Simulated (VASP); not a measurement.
# CdF2 (I4/mmm) in VASP: a series of runs, part 2 of 2

VASP 6.6.1. Earlier steps stand in the parts before.

## (3) Single point, LDA (strain +0.1500 x Voigt [1, 0, 0, 0, 0, 0])

Input file INCAR:

```
SYSTEM = CdF2
ALGO = Normal ; EDIFF = 1E-6
ENCUT = 520 ; ISIF = 2
ISMEAR = 0 ; LASPH = .True.
LCHARG = .True. ; LELF = .True.
LREAL = .False. ; LVHAR = .True.
LWAVE = .False. ; NBANDS = 20
NELM = 60 ; PREC = Accurate
SIGMA = 0.05
```

Input file KPOINTS:

```
k-points
0
Gamma
  8 8 8
  0 0 0
```

Input file POSCAR:

```
CdF2
1.0
    0.0000000000      2.6940000000      2.6940000000
    3.0981000000      0.0000000000      2.6940000000
    3.0981000000      2.6940000000      0.0000000000
Cd F
1 2
Direct
    0.0000000000      0.0000000000      0.0000000000
    0.2500000000      0.2500000000      0.2500000000
    0.7500000000      0.7500000000      0.7500000000
```

Potentials or basis: VASP PAW LDA potentials, release 64 (Cd, F).

On the command line:

```console
> cat potpaw_LDA.64/Cd/POTCAR potpaw_LDA.64/F/POTCAR > POTCAR
> mpirun -np 1 vasp_std > vasp.out
```

OUTCAR:

```text
SYSTEM = CdF2
   EDIFF = 1E-6
   ENCUT = 520
   ISIF = 2
   ISMEAR = 0
   LASPH = .True.
   LREAL = .False.
   NELM = 60
   PREC = Accurate

 ion  position               nearest neighbor table
   1  0.000  0.000  0.000-   3 2.46   2 2.46   3 2.46   2 2.46   3 2.46   2 2.46   3 2.46   2 2.46

   2  0.250  0.250  0.250-   1 2.46   1 2.46   1 2.46   1 2.46
   3  0.750  0.750  0.750-   1 2.46   1 2.46   1 2.46   1 2.46

  LATTYP: Found a body centered tetragonal cell.
 ALAT       =     3.8098913370
 C/A-ratio  =     1.6263455967

  Lattice vectors:

 A1 = (   3.0981000000,   0.0000000000,   2.6940000000)
 A2 = (   3.0981000000,   0.0000000000,  -2.6940000000)
 A3 = (  -3.0981000000,   2.6940000000,   0.0000000000)

Analysis of symmetry for initial positions (statically):
=====================================================================
 Subroutine PRICEL returns:
 Original cell was already a primitive cell.

 Routine SETGRP: Setting up the symmetry group for a
 body centered tetragonal supercell.

 Subroutine GETGRP returns: Found 16 space group operations
 (whereof 16 operations were pure point group operations)
 out of a pool of 16 trial point group operations.

The static configuration has the point symmetry D_4h.

Analysis of symmetry for dynamics (positions and initial velocities):
=====================================================================
 Subroutine PRICEL returns:
 Original cell was already a primitive cell.

 Routine SETGRP: Setting up the symmetry group for a
 body centered tetragonal supercell.

 Subroutine GETGRP returns: Found 16 space group operations
 (whereof 16 operations were pure point group operations)
 out of a pool of 16 trial point group operations.

The dynamic configuration has the point symmetry D_4h.

 Subroutine INISYM returns: Found 16 space group operations
 (whereof 16 operations are pure point group operations),
 and found     1 'primitive' translations

----------------------------------------------------------------------------------------

                                     Primitive cell

  volume of cell :      44.9698

  direct lattice vectors                    reciprocal lattice vectors
     0.000000000  2.694000000  2.694000000    -0.161389239  0.185597624  0.185597624
     3.098100000  0.000000000  2.694000000     0.161389239 -0.185597624  0.185597624
     3.098100000  2.694000000  0.000000000     0.161389239  0.185597624 -0.185597624

  length of vectors
     3.809891337  4.105588826  4.105588826     0.308122448  0.308122448  0.308122448

  position of ions in fractional coordinates (direct lattice)
     0.000000000  0.000000000  0.000000000
     0.250000000  0.250000000  0.250000000
     0.750000000  0.750000000  0.750000000

  ion indices of the primitive-cell ions
   primitive index   ion index
                 1           1
                 2           2
                 3           3

----------------------------------------------------------------------------------------

 KPOINTS: k-points

Automatic generation of k-mesh.
 Grid dimensions read from file:
 generate k-points for:    8    8    8

 Generating k-lattice:

  Cartesian coordinates                     Fractional coordinates (reciprocal lattice)
    -0.020173655  0.023199703  0.023199703     0.125000000  0.000000000  0.000000000
     0.020173655 -0.023199703  0.023199703     0.000000000  0.125000000  0.000000000
     0.020173655  0.023199703 -0.023199703     0.000000000  0.000000000  0.125000000

  Length of vectors
     0.038515306  0.038515306  0.038515306

  Shift w.r.t. Gamma in fractional coordinates (k-lattice)
     0.000000000  0.000000000  0.000000000

 Subroutine IBZKPT returns following result:
 ===========================================

 Found     59 irreducible k-points:

 Following reciprocal coordinates:
            Coordinates               Weight
  0.000000  0.000000  0.000000      1.000000
  0.125000  0.000000  0.000000      8.000000
  0.250000  0.000000  0.000000      8.000000
  0.375000  0.000000  0.000000      8.000000
  0.500000  0.000000  0.000000      4.000000
  0.125000  0.125000  0.000000      4.000000
[... 16 lines left out ...]
  0.250000  0.125000  0.125000      4.000000
  0.375000  0.125000  0.125000      8.000000
 [... further k-points ...]
   k-points           NKPTS =     59   k-points in BZ     NKDIM =     59   number of bands    NBANDS=     20
   number of dos      NEDOS =    301   number of ions     NIONS =      3
   total plane-waves  NPLWV =  28672
   dimension x,y,z NGX =    28 NGY =   32 NGZ =   32
   dimension x,y,z NGXF=    56 NGYF=   64 NGZF=   64
   ions per type =               1   2
   NGX,Y,Z   is equivalent  to a cutoff of  12.22, 12.96, 12.96 a.u.
   NGXF,Y,Z  is equivalent  to a cutoff of  24.44, 25.92, 25.92 a.u.
 SYSTEM =  CdF2
   PREC   = accura    normal or accurate (medium, high low for compatibility)
   ISTART =      0    job   : 0-new  1-cont  2-samecut
   ICHARG =      2    charge: 1-file 2-atom 10-const
   ISPIN  =      1    spin polarized calculation?
   LNONCOLLINEAR =      F non collinear calculations
   LSORBIT =      F    spin-orbit coupling
   LASPH  =      T    aspherical Exc in radial PAW
   ENCUT  =  520.0 eV  38.22 Ry    6.18 a.u.   7.08  7.63  7.63*2*pi/ulx,y,z
   NELM   =     60;   NELMIN=  2; NELMDL= -5     # of ELM steps
   EDIFF  = 0.1E-05   stopping-criterion for ELM
   LREAL  =      F    real-space projection
   EDIFFG = 0.1E-04   stopping-criterion for IOM
   NSW    =      0    number of steps for IOM
   IBRION =     -1    ionic relax: 0-MD 1-quasi-New 2-CG
   NFREE  =      0    steps in history (QN), initial steepest desc. (CG)
   ISIF   =      2    stress and relaxation
   ISYM   =      2    0-nonsym 1-usesym 2-fastsym
   POTIM  = 0.5000    time-step for ionic-motion
   TEBEG  =    0.0;   TEEND  =   0.0 temperature during run
   PSTRESS=    0.0 pullay stress
   NELECT =      26.0000    total number of electrons
   NUPDOWN=      -1.0000    fix difference up-down
   EMIN   =  10.00;   EMAX   =-10.00  energy-range for DOS
   EFERMI =   0.00;   METHOD = LEGACY
   ISMEAR =     0;   SIGMA  =   0.05  broadening in eV -4-tet -1-fermi 0-gaus
   EFERMI_NEDOS =   21; number of points for ismear=-14 and -15
   IALGO  =     38    algorithm
   IMIX   =      4    mixing-type and parameters
     AMIX     =   0.40;   BMIX     =  1.00
     AMIX_MAG =   1.60;   BMIX_MAG =  1.00
  volume/ion in A,a.u.               =      14.99       101.16
  Fermi-wavevector in a.u.,A,eV,Ry     =   1.363826  2.577258 25.307140  1.860022
  Thomas-Fermi vector in A             =   2.490195
   LORBIT       =      0    0 simple, 1 ext, 2 COOP (PROOUT), +10 PAW based schemes
   GGA     = CA    functional components
   LHFCALC =     F    Hartree Fock is set to
   AEXX    =    0.0000 exact exchange contribution
   IVDW    =     0    specifies the selected vdW correction
   LEPSILON=     F    determine dielectric tensor
   LRPA    =     F    only Hartree local field effects (RPA)
 non-spin polarized calculation
 Gauss-broadening in eV      SIGMA  =   0.05
  energy-cutoff  :      520.00
  volume of cell :       44.97
 maximum number of plane-waves:      1227
   NGX = 15   NGY = 15   NGZ = 15

 number of electron      26.0000014 magnetization

 Free energy of the ion-electron system (eV)
  ---------------------------------------------------
  ext. energy  EPLUGINS =         0.00000000
  ---------------------------------------------------
  free energy    TOTEN  =       -12.15413913 eV

  energy without entropy =      -12.15413913  energy(sigma->0) =      -12.15413913

 E-fermi :  -2.1239     XC(G=0): -10.4013

 val. band max:       -2.3670617029   @ k =   0.5000  -0.2500   0.2500
 cond. band min:      -0.4548746325   @ k =   0.0000   0.0000   0.0000
 fundamental gap:      1.9121870703
 Fermi energy:        -2.1239491936

 k-point     1 :       0.0000    0.0000    0.0000
  band No.  band energies     occupation
      1     -22.3207      2.00000
      2     -21.4284      2.00000
      3      -8.0369      2.00000
      4      -7.9155      2.00000
      5      -7.9155      2.00000
      6      -7.2840      2.00000
[... 12 lines left out ...]
     19      14.6808      0.00000
[... 513 lines left out ...]
      4      -7.7086      2.00000
      5      -7.4538      2.00000
      6      -7.3365      2.00000
[... 12 lines left out ...]
     19      15.0994      0.00000
     20      15.8911      0.00000

 [... further k-points ...]

------------------------ aborting loop because EDIFF is reached ----------------------------------------

  FORCE on cell =-STRESS in cart. coord.  units (eV):
  Direction    XX          YY          ZZ          XY          YZ          ZX
  --------------------------------------------------------------------------------------
  -------------------------------------------------------------------------------------
  Total       -6.8834858     -2.8302332     -2.8302332      0.0000000      0.0000000     -0.0000000
  in kB     -245.2440001   -100.8352084   -100.8352084      0.0000000      0.0000000     -0.0000000
  external PRESSURE =    -148.9714723 kB  Pullay stress =       0.0000000 kB

 VOLUME and BASIS-vectors are now :
 -----------------------------------------------------------------------------
  energy-cutoff  :      520.00
  volume of cell :       44.97
      direct lattice vectors                 reciprocal lattice vectors
     0.000000000  2.694000000  2.694000000    -0.161389239  0.185597624  0.185597624
     3.098100000  0.000000000  2.694000000     0.161389239 -0.185597624  0.185597624
     3.098100000  2.694000000  0.000000000     0.161389239  0.185597624 -0.185597624

 POSITION                                       TOTAL-FORCE (eV/Angst)
 -----------------------------------------------------------------------------------
      0.00000      0.00000      0.00000         0.000000      0.000000      0.000000
      1.54905      1.34700      1.34700         0.000000      0.000000      0.000000
      4.64715      4.04100      4.04100        -0.000000     -0.000000     -0.000000
 -----------------------------------------------------------------------------------
    total drift:                                0.000000      0.000000      0.000000

  FREE ENERGIE OF THE ION-ELECTRON SYSTEM (eV)
  ---------------------------------------------------
  free  energy   TOTEN  =       -12.1541391251 eV

  energy  without entropy=      -12.1541391251  energy(sigma->0) =      -12.15413913
```

Run time: 29 s. Hardware: 1 thread of Intel Xeon Platinum 8488C (Sapphire Rapids), shared host; peak memory 0.18 GiB.

What came out:

| Item | Value |
| --- | --- |
| Free energy | -12.1541 eV |
| Pressure | -14.9 GPa |
| Band gap on the k mesh | 1.91 eV, indirect (least direct gap 2.44 eV) |

Stress tensor (GPa, compression positive):
```
-24.52   0.00   0.00
  0.00 -10.08   0.00
  0.00   0.00 -10.08
```

Caveat: the cell differs from its parent crystal (strain +0.1500 x Voigt [1, 0, 0, 0, 0, 0]). A k mesh can miss the band edges.

## (4) Single point, LDA (strain -0.1125 x Voigt [1, 0, 0, 0, 0, 0])

Input file INCAR:

```
ALGO     = Normal         # electronic algorithm
EDIFF    = 1E-6           # SCF threshold, eV
ENCUT    = 600            # plane-wave cutoff, eV
GGA_COMPAT= False        
ISIF     = 2              # what is computed and relaxed
ISMEAR   = 0              # smearing method
LASPH    = True           # aspherical terms in the spheres
LCHARG   = True           # write CHGCAR
LELF     = True           # ELF
LREAL    = False          # projectors in reciprocal space
LVHAR    = True         
LWAVE    = False          # write WAVECAR
NBANDS   = 24             # bands
NELM     = 120            # most SCF steps
PREC     = Accurate       # precision mode
SIGMA    = 0.05           # smearing width, eV
```

Input file KPOINTS:

```
k-points
0
Gamma
  8 8 8
```

Input file POSCAR:

```
CdF2
1.0
    0.0000000000      2.6940000000      2.6940000000
    2.3909250000      0.0000000000      2.6940000000
    2.3909250000      2.6940000000      0.0000000000
Cd F
1 2
Direct
    0.0000000000      0.0000000000      0.0000000000
    0.2500000000      0.2500000000      0.2500000000
    0.7500000000      0.7500000000      0.7500000000
```

Potentials or basis: VASP PAW LDA potentials, release 64 (Cd_sv_GW, F).

On the command line:

```console
> cat potpaw_LDA.64/Cd_sv_GW/POTCAR potpaw_LDA.64/F/POTCAR > POTCAR
> mpirun -np 1 vasp_std > vasp.out
```

OUTCAR:

```text
EDIFF = 1E-6
   ENCUT = 600
   ISIF = 2
   ISMEAR = 0
   LASPH = True
   LREAL = False
   NELM = 120
   PREC = Accurate

 ion  position               nearest neighbor table
   1  0.000  0.000  0.000-   2 2.25   3 2.25   3 2.25   3 2.25   3 2.25   2 2.25   2 2.25   2 2.25

   2  0.250  0.250  0.250-   1 2.25   1 2.25   1 2.25   1 2.25
   3  0.750  0.750  0.750-   1 2.25   1 2.25   1 2.25   1 2.25

  LATTYP: Found a body centered tetragonal cell.
 ALAT       =     3.8098913370
 C/A-ratio  =     1.2551145366

  Lattice vectors:

 A1 = (  -2.3909250000,   0.0000000000,  -2.6940000000)
 A2 = (  -2.3909250000,   0.0000000000,   2.6940000000)
 A3 = (   2.3909250000,   2.6940000000,   0.0000000000)

Analysis of symmetry for initial positions (statically):
=====================================================================
 Subroutine PRICEL returns:
 Original cell was already a primitive cell.

 Routine SETGRP: Setting up the symmetry group for a
 body centered tetragonal supercell.

 Subroutine GETGRP returns: Found 16 space group operations
 (whereof 16 operations were pure point group operations)
 out of a pool of 16 trial point group operations.

The static configuration has the point symmetry D_4h.

Analysis of symmetry for dynamics (positions and initial velocities):
=====================================================================
 Subroutine PRICEL returns:
 Original cell was already a primitive cell.

 Routine SETGRP: Setting up the symmetry group for a
 body centered tetragonal supercell.

 Subroutine GETGRP returns: Found 16 space group operations
 (whereof 16 operations were pure point group operations)
 out of a pool of 16 trial point group operations.

The dynamic configuration has the point symmetry D_4h.
[... 113 lines left out ...]
   NUPDOWN=      -1.0000    fix difference up-down
   EMIN   =  10.00;   EMAX   =-10.00  energy-range for DOS
   EFERMI =   0.00;   METHOD = LEGACY
   ISMEAR =     0;   SIGMA  =   0.05  broadening in eV -4-tet -1-fermi 0-gaus
   EFERMI_NEDOS =   21; number of points for ismear=-14 and -15
   IALGO  =     38    algorithm
   IMIX   =      4    mixing-type and parameters
     AMIX     =   0.40;   BMIX     =  1.00
     AMIX_MAG =   1.60;   BMIX_MAG =  1.00
  volume/ion in A,a.u.               =      11.57        78.07
  Fermi-wavevector in a.u.,A,eV,Ry     =   1.625938  3.072578 35.969392  2.643676
  Thomas-Fermi vector in A             =   2.718980
   LORBIT       =      0    0 simple, 1 ext, 2 COOP (PROOUT), +10 PAW based schemes
   GGA     = CA    functional components
   LHFCALC =     F    Hartree Fock is set to
   AEXX    =    0.0000 exact exchange contribution
   IVDW    =     0    specifies the selected vdW correction
   LEPSILON=     F    determine dielectric tensor
   LRPA    =     F    only Hartree local field effects (RPA)
 non-spin polarized calculation
 Gauss-broadening in eV      SIGMA  =   0.05
  energy-cutoff  :      600.00
  volume of cell :       34.70
 maximum number of plane-waves:      1186
   NGX = 15   NGY = 15   NGZ = 15

 number of electron      34.0000000 magnetization

 Free energy of the ion-electron system (eV)
  ---------------------------------------------------
  ext. energy  EPLUGINS =         0.00000000
  ---------------------------------------------------
  free energy    TOTEN  =       -12.60756819 eV

  energy without entropy =      -12.60756819  energy(sigma->0) =      -12.60756819

 E-fermi :   2.2933     XC(G=0): -11.9809

 val. band max:        1.7715241582   @ k =  -0.3750   0.5000   0.1250
 cond. band min:       4.6030750288   @ k =   0.0000   0.0000   0.0000
 fundamental gap:      2.8315508707
 Fermi energy:         2.2932550558

 k-point     1 :       0.0000    0.0000    0.0000
  band No.  band energies     occupation
      1     -96.1452      2.00000
      2     -57.6072      2.00000
      3     -57.5611      2.00000
      4     -57.5611      2.00000
      5     -19.6978      2.00000
      6     -18.0321      2.00000
[... 637 lines left out ...]
     23      19.6921      0.00000
     24      23.6214      0.00000

 [... further k-points ...]

------------------------ aborting loop because EDIFF is reached ----------------------------------------

  FORCE on cell =-STRESS in cart. coord.  units (eV):
  Direction    XX          YY          ZZ          XY          YZ          ZX
  --------------------------------------------------------------------------------------
  -------------------------------------------------------------------------------------
  Total        4.4005879      0.9136010      0.9136010     -0.0000000      0.0000000      0.0000000
  in kB      203.1562317     42.1770329     42.1770329     -0.0000000      0.0000000      0.0000000
  external PRESSURE =      95.8367658 kB  Pullay stress =       0.0000000 kB

 VOLUME and BASIS-vectors are now :
 -----------------------------------------------------------------------------
  energy-cutoff  :      600.00
  volume of cell :       34.70
      direct lattice vectors                 reciprocal lattice vectors
     0.000000000  2.694000000  2.694000000    -0.209124084  0.185597624  0.185597624
     2.390925000  0.000000000  2.694000000     0.209124084 -0.185597624  0.185597624
     2.390925000  2.694000000  0.000000000     0.209124084  0.185597624 -0.185597624

 POSITION                                       TOTAL-FORCE (eV/Angst)
 -----------------------------------------------------------------------------------
      0.00000      0.00000      0.00000         0.000000      0.000000     -0.000000
      1.19546      1.34700      1.34700        -0.000000     -0.000000     -0.000000
      3.58639      4.04100      4.04100        -0.000000      0.000000      0.000000
 -----------------------------------------------------------------------------------
    total drift:                                0.000000     -0.000000     -0.000000

  FREE ENERGIE OF THE ION-ELECTRON SYSTEM (eV)
  ---------------------------------------------------
  free  energy   TOTEN  =       -12.6075681945 eV

  energy  without entropy=      -12.6075681945  energy(sigma->0) =      -12.60756819
```

Wall time 52 s (1 thread of Intel Xeon Platinum 8488C (Sapphire Rapids), shared host); peak memory 0.2 GiB.

Results:

* Free energy: -12.6076 eV
* Pressure: 9.6 GPa
* Band gap on the k mesh: 2.83 eV, indirect (least direct gap 3.30 eV)

Levels at points of the mesh, in eV from the valence-band top:
| k point | band 14 | band 15 | band 16 | band 17 | band 18 | band 19 | band 20 | band 21 |
| --- | --- | --- | --- | --- | --- | --- | --- | --- |
| (0.00, 0.00, 0.00) | -0.94 | -0.73 | -0.47 | -0.47 | 2.83 | 12.51 | 12.67 | 12.67 |
| (0.50, 0.00, 0.00) | -2.79 | -2.44 | -0.60 | -0.56 | 7.50 | 8.65 | 14.38 | 15.47 |
| (0.50, 0.50, 0.00) | -3.59 | -1.24 | -0.46 | 0.00 | 8.47 | 9.65 | 11.45 | 14.21 |
| (0.00, 0.50, 0.50) | -3.30 | -0.43 | -0.43 | -0.39 | 7.88 | 9.61 | 11.82 | 14.22 |

Caveat: the cell differs from its parent crystal (strain -0.1125 x Voigt [1, 0, 0, 0, 0, 0]).

## (5) Summary

```tsv
potentials or basis	cell	cutoff (eV)	second run	gap on the mesh (eV)	pressure (GPa)
VASP PAW LDA potentials, release 64 (Cd, F)	a = 3.810, b = 4.068, c = 4.068 Å, angles 55.9, 62.1, 62.1°, 3 atoms	520	-	2.04	-14.1
VASP PAW LDA potentials, release 64 (Cd, F)	a = 3.810, b = 4.106, c = 4.106 Å, angles 55.3, 62.4, 62.4°, 3 atoms	520	-	1.91	-14.9
VASP PAW LDA potentials, release 64 (Cd_sv_GW, F)	a = 3.810, b = 3.602, c = 3.602 Å, angles 63.9, 58.1, 58.1°, 3 atoms	600	valence_matched	2.83	9.6
```

Alike in all rows: task single point; level LDA; no spin polarisation; k mesh 8 × 8 × 8; smearing gaussian 0.05 eV.

Total energies depend on the potentials used, so only differences within one code and one set of settings carry meaning.
